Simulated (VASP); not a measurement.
Write the native input for VASP 6.6.1 that does the following.

* Task: single point
* Functional: PBEsol
* Potentials or basis: VASP PAW PBE potentials, release 64 (Hf_pv, O)
* Cutoff: 520 eV
* k mesh: 8 × 8 × 8
* Occupations: gaussian, width 0.05 eV
* Spin: no spin polarisation
* Dipole correction: no
* Further INCAR settings: ALGO = Normal; EDIFF = 1e-06; NBANDS = 18

The structure of HfO2 lies in POSCAR:

```
HfO2
1.0
    0.0000000000      2.4359471776      2.3779716348
    2.4359471776      0.0000000000      2.3779716348
    2.4359471776      2.4359471776      0.0000000000
Hf O
1 2
Direct
    0.0000000000      0.0000000000      0.0000000000
    0.2500000000      0.2500000000      0.2500000000
    0.7500000000      0.7500000000      0.7500000000
```

This cell differs from its parent crystal: volume 9.407 Å^3 an atom, c/a of the conventional cell 0.9762.

These files were run (other wordings do the same):

INCAR

```
  PREC = Accurate
  ENCUT = 520
  EDIFF = 1E-6
  ISMEAR = 0
  SIGMA = 0.05
  LREAL = F
  LASPH = T
  NELM = 80
  ALGO = Normal
  ISIF = 2
  LWAVE = F
  LCHARG = F
  GGA = PS
  NBANDS = 18
```

KPOINTS

```
regular mesh
0
Gamma
  8 8 8
```

Potentials or basis: VASP PAW PBE potentials, release 64 (Hf_pv, O).

Launch:

```console
$ cat potpaw_PBE.64/Hf_pv/POTCAR potpaw_PBE.64/O/POTCAR > POTCAR
$ mpirun -np 1 vasp_std > vasp.out
```

It gave:

| Property | Result |
| --- | --- |
| Pressure | 39.6 GPa |
| Band gap on the k mesh | 3.70 eV, indirect (least direct gap 3.82 eV) |

Caveat: the PAW data sets were made with another functional, which shifts forces and pressure a little; spin-orbit coupling is left out, which moves the levels of the heavy elements.

Wall time 19 s on 1 thread of Intel(R) Xeon(R) 6975P-C (Granite Rapids), with other jobs on the host, peak memory 0.17 GiB.
